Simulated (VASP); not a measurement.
# SiC (P6_3mc) in VASP: notebook

The runs below take SiC through single point, relaxation of cell and atoms, with LDA.

Everything below comes from runs of VASP 6.6.1. Logs are shortened: lines on timing, memory, paths and dates and some standing lists are left out, and cuts for length are marked.

## Step 1: The cell of the first run

It takes space group P6_3mc (No. 186, hexagonal). Conventional cell: a = 3.057 Å, b = 3.057 Å, c = 5.014 Å, α = 90.00°, β = 90.00°, γ = 120.00°. Within 2.5 Å of Si (site symmetry 3m) lie 4 C at 1.87 to 1.89 Å. Within 2.5 Å of C (site symmetry 3m) lie 4 Si at 1.87 to 1.89 Å.

## Step 2: Single point, LDA

File INCAR:

```
ALGO = Normal
EDIFF = 1E-6
ENCUT = 520
GGA = CA
ISIF = 2
ISMEAR = 0
LASPH = T
LCHARG = F
LREAL = F
LWAVE = F
NBANDS = 16
NELM = 80
PREC = Accurate
SIGMA = 0.1
```

File KPOINTS:

```
k-points
0
Gamma
  6 6 4
```

File POSCAR:

```
SiC
1.0
    3.0571756390      0.0000000000      0.0000000000
   -1.5285878195      2.6475917672      0.0000000000
    0.0000000000      0.0000000000      5.0140326019
Si C
2 2
Direct
    0.3333333333      0.6666666667      0.0045078757
    0.6666666667      0.3333333333      0.5045078757
    0.3333333333      0.6666666667      0.3804921243
    0.6666666667      0.3333333333      0.8804921243
```

Potentials or basis: VASP PAW LDA potentials, release 64 (Si, C).

The run is started by

```
cat potpaw_LDA.64/Si/POTCAR potpaw_LDA.64/C/POTCAR > POTCAR
mpirun -np 1 vasp_std > vasp.out
```

OUTCAR:

```text
EDIFF = 1E-6
   ENCUT = 520
   GGA = CA
   ISIF = 2
   ISMEAR = 0
   LASPH = T
   LREAL = F
   NELM = 80
   PREC = Accurate

 ion  position               nearest neighbor table
   1  0.333  0.667  0.005-   4 1.87   4 1.87   4 1.87   3 1.89   2 3.07   2 3.07   2 3.07   2 3.07
                             2 3.07   2 3.07
   2  0.667  0.333  0.505-   3 1.87   3 1.87   3 1.87   4 1.89   1 3.07   1 3.07   1 3.07   1 3.07
                             1 3.07   1 3.07
   3  0.333  0.667  0.380-   2 1.87   2 1.87   2 1.87   1 1.89
   4  0.667  0.333  0.880-   1 1.87   1 1.87   1 1.87   2 1.89

  LATTYP: Found a hexagonal cell.
 ALAT       =     3.0571756390
 C/A-ratio  =     1.6400865354

  Lattice vectors:

 A1 = (   3.0571756390,   0.0000000000,   0.0000000000)
 A2 = (  -1.5285878195,   2.6475917672,   0.0000000000)
 A3 = (   0.0000000000,   0.0000000000,   5.0140326019)

Analysis of symmetry for initial positions (statically):
=====================================================================
 Subroutine PRICEL returns:
 Original cell was already a primitive cell.

 Routine SETGRP: Setting up the symmetry group for a
 hexagonal supercell.

 Subroutine GETGRP returns: Found 12 space group operations
 (whereof  6 operations were pure point group operations)
 out of a pool of 24 trial point group operations.

The static configuration has the point symmetry C_3v.
 The point group associated with its full space group is C_6v.

Analysis of symmetry for dynamics (positions and initial velocities):
=====================================================================
 Subroutine PRICEL returns:
 Original cell was already a primitive cell.

 Routine SETGRP: Setting up the symmetry group for a
 hexagonal supercell.

 Subroutine GETGRP returns: Found 12 space group operations
 (whereof  6 operations were pure point group operations)
 out of a pool of 24 trial point group operations.

The dynamic configuration has the point symmetry C_3v.
 The point group associated with its full space group is C_6v.

 Subroutine INISYM returns: Found 12 space group operations
 (whereof  6 operations are pure point group operations),
 and found     1 'primitive' translations

----------------------------------------------------------------------------------------

                                     Primitive cell

  volume of cell :      40.5843

  direct lattice vectors                    reciprocal lattice vectors
     3.057175639  0.000000000  0.000000000     0.327099296  0.188850867  0.000000000
    -1.528587820  2.647591767  0.000000000     0.000000000  0.377701733  0.000000000
     0.000000000  0.000000000  5.014032602     0.000000000  0.000000000  0.199440267

  length of vectors
     3.057175639  3.057175639  5.014032602     0.377701733  0.377701733  0.199440267

  position of ions in fractional coordinates (direct lattice)
     0.333333333  0.666666667  0.004507876
     0.666666667  0.333333333  0.504507876
     0.333333333  0.666666667  0.380492124
     0.666666667  0.333333333  0.880492124

  ion indices of the primitive-cell ions
   primitive index   ion index
                 1           1
                 2           2
                 3           3
                 4           4

----------------------------------------------------------------------------------------

 KPOINTS: k-points

Automatic generation of k-mesh.
 Grid dimensions read from file:
 generate k-points for:    6    6    4

 Generating k-lattice:

  Cartesian coordinates                     Fractional coordinates (reciprocal lattice)
     0.054516549  0.031475144  0.000000000     0.166666667  0.000000000  0.000000000
     0.000000000  0.062950289  0.000000000     0.000000000  0.166666667  0.000000000
     0.000000000  0.000000000  0.049860067     0.000000000  0.000000000  0.250000000

  Length of vectors
     0.062950289  0.062950289  0.049860067

  Shift w.r.t. Gamma in fractional coordinates (k-lattice)
     0.000000000  0.000000000  0.000000000

 Subroutine IBZKPT returns following result:
 ===========================================

 Found     21 irreducible k-points:

 Following reciprocal coordinates:
            Coordinates               Weight
  0.000000  0.000000  0.000000      1.000000
  0.166667  0.000000  0.000000      6.000000
  0.333333  0.000000  0.000000      6.000000
  0.500000  0.000000  0.000000      3.000000
  0.166667  0.166667  0.000000      6.000000
  0.333333  0.166667  0.000000     12.000000
[... 13 lines left out ...]
  0.333333  0.166667  0.500000     12.000000
  0.333333  0.333333  0.500000      2.000000
   k-points           NKPTS =     21   k-points in BZ     NKDIM =     21   number of bands    NBANDS=     16
   number of dos      NEDOS =    301   number of ions     NIONS =      4
   total plane-waves  NPLWV =  23040
   dimension x,y,z NGX =    24 NGY =   24 NGZ =   40
   dimension x,y,z NGXF=    48 NGYF=   48 NGZF=   80
   ions per type =               2   2
   NGX,Y,Z   is equivalent  to a cutoff of  13.05, 13.05, 13.26 a.u.
   NGXF,Y,Z  is equivalent  to a cutoff of  26.10, 26.10, 26.52 a.u.
 SYSTEM =  unknown system
   PREC   = accura    normal or accurate (medium, high low for compatibility)
   ISTART =      0    job   : 0-new  1-cont  2-samecut
   ICHARG =      2    charge: 1-file 2-atom 10-const
   ISPIN  =      1    spin polarized calculation?
   LNONCOLLINEAR =      F non collinear calculations
   LSORBIT =      F    spin-orbit coupling
   LASPH  =      T    aspherical Exc in radial PAW
   ENCUT  =  520.0 eV  38.22 Ry    6.18 a.u.   5.68  5.68  9.32*2*pi/ulx,y,z
   NELM   =     80;   NELMIN=  2; NELMDL= -5     # of ELM steps
   EDIFF  = 0.1E-05   stopping-criterion for ELM
   LREAL  =      F    real-space projection
   EDIFFG = 0.1E-04   stopping-criterion for IOM
   NSW    =      0    number of steps for IOM
   IBRION =     -1    ionic relax: 0-MD 1-quasi-New 2-CG
   NFREE  =      0    steps in history (QN), initial steepest desc. (CG)
   ISIF   =      2    stress and relaxation
   ISYM   =      2    0-nonsym 1-usesym 2-fastsym
   POTIM  = 0.5000    time-step for ionic-motion
   TEBEG  =    0.0;   TEEND  =   0.0 temperature during run
   PSTRESS=    0.0 pullay stress
   NELECT =      16.0000    total number of electrons
   NUPDOWN=      -1.0000    fix difference up-down
   EMIN   =  10.00;   EMAX   =-10.00  energy-range for DOS
   EFERMI =   0.00;   METHOD = LEGACY
   ISMEAR =     0;   SIGMA  =   0.10  broadening in eV -4-tet -1-fermi 0-gaus
   EFERMI_NEDOS =   21; number of points for ismear=-14 and -15
   IALGO  =     38    algorithm
   IMIX   =      4    mixing-type and parameters
     AMIX     =   0.40;   BMIX     =  1.00
     AMIX_MAG =   1.60;   BMIX_MAG =  1.00
  volume/ion in A,a.u.               =      10.15        68.47
  Fermi-wavevector in a.u.,A,eV,Ry     =   1.200407  2.268441 19.605692  1.440978
  Thomas-Fermi vector in A             =   2.336244
   LORBIT       =      0    0 simple, 1 ext, 2 COOP (PROOUT), +10 PAW based schemes
   GGA     = CA    functional components
   LHFCALC =     F    Hartree Fock is set to
   AEXX    =    0.0000 exact exchange contribution
   IVDW    =     0    specifies the selected vdW correction
   LEPSILON=     F    determine dielectric tensor
   LRPA    =     F    only Hartree local field effects (RPA)
 non-spin polarized calculation
 Gauss-broadening in eV      SIGMA  =   0.10
  energy-cutoff  :      520.00
  volume of cell :       40.58
 maximum number of plane-waves:      1105
 NGX is ok and might be reduce to    24
   NGX = 11   NGY = 11   NGZ = 19

 number of electron      15.9999998 magnetization

 Free energy of the ion-electron system (eV)
  ---------------------------------------------------
  ext. energy  EPLUGINS =         0.00000000
  ---------------------------------------------------
  free energy    TOTEN  =       -33.26514831 eV

  energy without entropy =      -33.26514831  energy(sigma->0) =      -33.26514831

 E-fermi :   8.9234     XC(G=0): -11.6315

 val. band max:        8.4341422530   @ k =   0.0000   0.0000   0.0000
 cond. band min:      10.5542356264   @ k =   0.3333   0.3333   0.0000
 fundamental gap:      2.1200933734
 Fermi energy:         8.9234085432

 k-point     1 :       0.0000    0.0000    0.0000
  band No.  band energies     occupation
      1      -7.1972      2.00000
      2      -3.5029      2.00000
      3      -0.3889      2.00000
      4       7.1058      2.00000
      5       7.1058      2.00000
      6       8.3297      2.00000
[... 8 lines left out ...]
     15      17.4095      0.00000
     16      19.7576      0.00000

 k-point     2 :       0.1667    0.0000    0.0000
  band No.  band energies     occupation
      1      -6.7092      2.00000
      2      -3.0899      2.00000
      3       0.0584      2.00000
      4       4.9133      2.00000
      5       6.4027      2.00000
      6       6.8834      2.00000
[... 8 lines left out ...]
     15      18.0130      0.00000
     16      18.3487      0.00000

 k-point     3 :       0.3333    0.0000    0.0000
  band No.  band energies     occupation
      1      -5.3093      2.00000
      2      -2.0958      2.00000
      3       0.9416      2.00000
      4       2.0918      2.00000
      5       4.0838      2.00000
      6       5.4418      2.00000
[... 8 lines left out ...]
     15      19.3892      0.00000
     16      20.5469      0.00000

 k-point     4 :       0.5000    0.0000    0.0000
  band No.  band energies     occupation
      1      -3.7721      2.00000
      2      -2.2938      2.00000
      3       0.6467      2.00000
      4       2.1175      2.00000
      5       2.9247      2.00000
      6       5.0667      2.00000
[... 8 lines left out ...]
     15      18.8083      0.00000
     16      20.9244      0.00000
[... 267 lines left out ...]
 k-point    19 :       0.1667    0.1667    0.5000
  band No.  band energies     occupation
      1      -4.5912      2.00000
      2      -4.5912      2.00000
      3       3.0886      2.00000
      4       3.0886      2.00000
      5       5.3679      2.00000
      6       5.3679      2.00000
[... 8 lines left out ...]
     15      18.7285      0.00000
     16      18.7285      0.00000

 k-point    20 :       0.3333    0.1667    0.5000
  band No.  band energies     occupation
      1      -3.0549      2.00000
      2      -3.0549      2.00000
      3       0.8834      2.00000
      4       0.8834      2.00000
      5       4.2649      2.00000
      6       4.2649      2.00000
[... 8 lines left out ...]
     15      20.1737      0.00000
     16      20.1737      0.00000

 k-point    21 :       0.3333    0.3333    0.5000
  band No.  band energies     occupation
      1      -2.2295      2.00000
      2      -2.2295      2.00000
      3       0.6152      2.00000
      4       0.6152      2.00000
      5       2.6652      2.00000
      6       2.6652      2.00000
[... 8 lines left out ...]
     15      20.0522      0.00000
     16      20.0522      0.00000

------------------------ aborting loop because EDIFF is reached ----------------------------------------

  FORCE on cell =-STRESS in cart. coord.  units (eV):
  Direction    XX          YY          ZZ          XY          YZ          ZX
  --------------------------------------------------------------------------------------
  -------------------------------------------------------------------------------------
  Total        0.0814559      0.0814559      0.1133110      0.0000000      0.0000000     -0.0000000
  in kB        3.2156930      3.2156930      4.4732586      0.0000000      0.0000000     -0.0000000
  external PRESSURE =       3.6348815 kB  Pullay stress =       0.0000000 kB

 VOLUME and BASIS-vectors are now :
 -----------------------------------------------------------------------------
  energy-cutoff  :      520.00
  volume of cell :       40.58
      direct lattice vectors                 reciprocal lattice vectors
     3.057175639  0.000000000  0.000000000     0.327099296  0.188850867  0.000000000
    -1.528587820  2.647591767  0.000000000     0.000000000  0.377701733  0.000000000
     0.000000000  0.000000000  5.014032602     0.000000000  0.000000000  0.199440267

 POSITION                                       TOTAL-FORCE (eV/Angst)
 -----------------------------------------------------------------------------------
     -0.00000      1.76506      0.02260        -0.000000     -0.000000      0.002212
      1.52859      0.88253      2.52962         0.000000      0.000000      0.002212
     -0.00000      1.76506      1.90780         0.000000     -0.000000     -0.002212
      1.52859      0.88253      4.41482        -0.000000     -0.000000     -0.002212
 -----------------------------------------------------------------------------------
    total drift:                               -0.000000      0.000000     -0.000108

  FREE ENERGIE OF THE ION-ELECTRON SYSTEM (eV)
  ---------------------------------------------------
  free  energy   TOTEN  =       -33.2651483090 eV

  energy  without entropy=      -33.2651483090  energy(sigma->0) =      -33.26514831
```

Run time: 4.4 s. Hardware: 1 thread of Intel Xeon 6975P-C (Granite Rapids), shared host; peak memory 0.13 GiB.

Results:

```
Free energy            : -33.2651 eV
Pressure               : 0.4 GPa
Band gap on the k mesh : 2.12 eV, indirect (least direct gap 3.90 eV)
```

Forces in eV/Å, atoms in the order of the input:
```
Si   0.000  0.000  0.002
Si   0.000  0.000  0.002
C    0.000  0.000 -0.002
C    0.000  0.000 -0.002
```

A k mesh can miss the band edges. As with any semilocal functional, this LDA gap is likely too small.

(Continued in part 2 of 2.)
